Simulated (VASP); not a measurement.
Write the native input for VASP 6.6.1 that does the following.

```yaml
Task: single point
Functional: PBE
Potentials_or_basis: VASP PAW PBE potentials, release 64 (Zr_sv, O)
Cutoff: 600 eV
k_mesh: 8 × 8 × 8
Occupations: gaussian, width 0.02 eV
Spin: no spin polarisation
Dipole_correction: no
Further_INCAR_settings: ALGO = Normal; EDIFF = 1e-06; NBANDS = 19
```

The structure of ZrO2 (t.b) lies in POSCAR:

```
ZrO2
1.0
    0.0000000000      2.5579376426      2.5579376426
    2.5579376426      0.0000000000      2.5579376426
    2.5579376426      2.5579376426      0.0000000000
Zr O
1 2
Direct
    0.0000000000      0.0000000000      0.0000000000
    0.2500000000      0.2500000000      0.2500000000
    0.7500000000      0.7500000000      0.7500000000
```

These files were run (other wordings do the same):

INCAR

```
SYSTEM = ZrO2
PREC = Accurate ; ENCUT = 600
EDIFF = 1E-6 ; ISMEAR = 0
SIGMA = 0.02 ; LREAL = .False.
LASPH = .True. ; NELM = 120
ALGO = Normal ; ISIF = 2
LWAVE = .False. ; LCHARG = .False.
GGA = PE ; NBANDS = 19
GGA_COMPAT = .False.
```

KPOINTS

```
Automatic mesh
0
Gamma
  8 8 8
  0 0 0
```

Potentials or basis: VASP PAW PBE potentials, release 64 (Zr_sv, O).

The run is started by

```sh
$ cat potpaw_PBE.64/Zr_sv/POTCAR potpaw_PBE.64/O/POTCAR > POTCAR
$ mpirun -np 1 vasp_std > vasp.out
```

It gave:

- Pressure: 0.1 GPa
- Band gap on the k mesh: 3.31 eV, indirect (least direct gap 3.74 eV)

It took 26 s on 1 thread of Intel(R) Xeon(R) Platinum 8375C CPU @ 2.90GHz (Ice Lake) (shared host), peak memory 0.17 GiB.
